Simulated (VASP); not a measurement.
**Ca: single point with LDA**

The system is Ca.

```
CELL_PARAMETERS angstrom
0.00000 2.80050 2.80050
2.80050 0.00000 2.80050
2.80050 2.80050 0.00000
ATOMIC_POSITIONS crystal
Ca 0.00000 0.00000 0.00000
```

| Property | Result |
| --- | --- |
| Program | VASP 6.6.1 |
| Task | single point |
| Functional | LDA |
| Potentials or basis | VASP PAW LDA potentials, release 64 (Ca_sv) |
| Cutoff | 520 eV |
| k mesh | 6 × 6 × 6 |
| Occupations | gaussian, width 0.1 eV |
| Spin | no spin polarisation |

The pressure is -2.2 GPa. The band gap on the k mesh is zero (bands 5 and 6 overlap by 0.15 eV).

Levels at points of the mesh, in eV from the Fermi level:
```
           k point  band 1  band 2  band 3  band 4  band 5  band 6  band 7  band 8  band 9  band 10
(0.00, 0.00, 0.00)  -41.68  -22.89  -22.89  -22.89   -3.98    2.13    2.13    2.13    3.14     3.14
(0.50, 0.00, 0.00)  -41.67  -23.02  -22.91  -22.91   -1.05   -0.16    2.03    2.03    3.80     3.80
(0.50, 0.50, 0.00)  -41.66  -23.01  -22.94  -22.94   -0.48    0.49    0.90    3.79    3.97     3.97
```

It took 3.9 s on 1 thread of Intel(R) Xeon(R) 6975P-C (Granite Rapids), on a shared host, peak memory 0.14 GiB.
